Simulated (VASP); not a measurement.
A run of VASP 6.6.1:

File INCAR:

```
SYSTEM = NaGeBr3
PREC = Accurate ; ENCUT = 520
EDIFF = 1E-6 ; ISMEAR = -1
SIGMA = 0.02 ; LREAL = .FALSE.
LASPH = .TRUE. ; NELM = 100
ALGO = Normal ; ISIF = 2
LWAVE = .FALSE. ; LCHARG = .TRUE.
GGA = PE ; LELF = .TRUE.
LVHAR = .TRUE. ; NBANDS = 29
```

Contents of KPOINTS:

```
Automatic mesh
0
G
  6 6 6
  0 0 0
```

POSCAR

```
NaGeBr3
1.0
    5.5826774696      0.0000000000      0.0000000000
    0.0000000000      5.5826774696      0.0000000000
    0.0000000000      0.0000000000      5.4393332018
Na Ge Br
1 1 3
Direct
    0.0000000000      0.0000000000      0.0000000000
    0.5000000000      0.5000000000      0.5000000000
    0.5000000000      0.5000000000      0.0000000000
    0.5000000000      0.0000000000      0.5000000000
    0.0000000000      0.5000000000      0.5000000000
```

Potentials or basis: VASP PAW PBE potentials, release 64 (Na_pv, Ge_d, Br).

Command:

```console
$ cat potpaw_PBE.64/Na_pv/POTCAR potpaw_PBE.64/Ge_d/POTCAR potpaw_PBE.64/Br/POTCAR > POTCAR
$ mpirun -np 1 vasp_std > vasp.out
```

Hardware: 1 thread of Intel(R) Xeon(R) 6975P-C (Granite Rapids) (shared host).

**Question.** Estimate the wall time of this run.

**Answer.** Wall time 89 s on 1 thread of Intel(R) Xeon(R) 6975P-C (Granite Rapids), with other jobs on the host, peak memory 0.35 GiB. Counts: scf iterations 13, k points 40.
